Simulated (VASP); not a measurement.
Here is a VASP 6.6.1 calculation.

File INCAR:

```
SYSTEM = GaSb
PREC = Accurate
ENCUT = 500
EDIFF = 1E-6
ISMEAR = -1
SIGMA = 0.03
LREAL = .FALSE.
LASPH = .TRUE.
NELM = 120
ALGO = Normal
ISIF = 2
LWAVE = .FALSE.
LCHARG = .FALSE.
GGA = PS
NBANDS = 16
GGA_COMPAT = .FALSE.
```

Contents of KPOINTS:

```
regular mesh
0
G
  6 6 6
  0 0 0
```

File POSCAR:

```
GaSb
1.0
    3.5354429753      0.0000000000      0.0000000000
    0.0000000000      3.5354429753      0.0000000000
    0.0000000000      0.0000000000      3.5354429753
Ga Sb
1 1
Direct
    0.0000000000      0.0000000000      0.0000000000
    0.5000000000      0.5000000000      0.5000000000
```

Potentials or basis: VASP PAW PBE potentials, release 64 (Ga_d, Sb).

Launch:

```console
$ cat potpaw_PBE.64/Ga_d/POTCAR potpaw_PBE.64/Sb/POTCAR > POTCAR
$ mpirun -np 1 vasp_std > vasp.out
```

Q: Estimate the band gap on the k mesh.

A: Zero (band 9 reaches 9.29 eV, above the bottom of band 10 at 4.95 eV).

Q: What does it give for the pressure?

A: 0.0 GPa.

Caveat: the PAW data sets were made with another functional, which shifts forces and pressure a little; spin-orbit coupling is left out, which moves the levels of the heavy elements.
